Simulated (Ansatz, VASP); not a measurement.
## InP in VASP and in Ansatz

```
In P
1.0
     0.00000    2.90927    3.04218
     2.90927    0.00000    3.04218
     2.90927    2.90927    0.00000
In P
1 1
Direct
  0.00000 0.00000 0.00000
  0.75000 0.75000 0.75000
```

Change from the starting cell: strain -0.015 along x and y, +0.030 along z, atoms carried along.

Alike in both runs: task single point; functional r2SCAN; k mesh 8 × 8 × 8; occupations gaussian, width 0.05 eV; no spin polarisation.

|  | VASP | Ansatz |
| --- | --- | --- |
| version | VASP 6.6.1 | Ansatz 0.2.0 |
| potentials or method | VASP PAW PBE potentials, release 64 (In_d, P), cutoff 520 eV | scalar-relativistic, plane waves, PAW |
| valence electrons in the cell | 18 | 18 |

VASP gave:

* gap on the k mesh at the Fermi level (eV): 0.95
* least direct gap on the mesh (eV): 0.95
* pressure (GPa): -0.1
* traceless stress, the component that is largest in VASP (GPa): -1.46

Question: Which values does Ansatz return?

Answer: gap on the k mesh at the Fermi level (eV): 0.94; least direct gap on the mesh (eV): 0.94; pressure (GPa): 0.0; traceless stress, the component that is largest in VASP (GPa): -1.45.

VASP's potentials were made for PBE, not for r2SCAN.
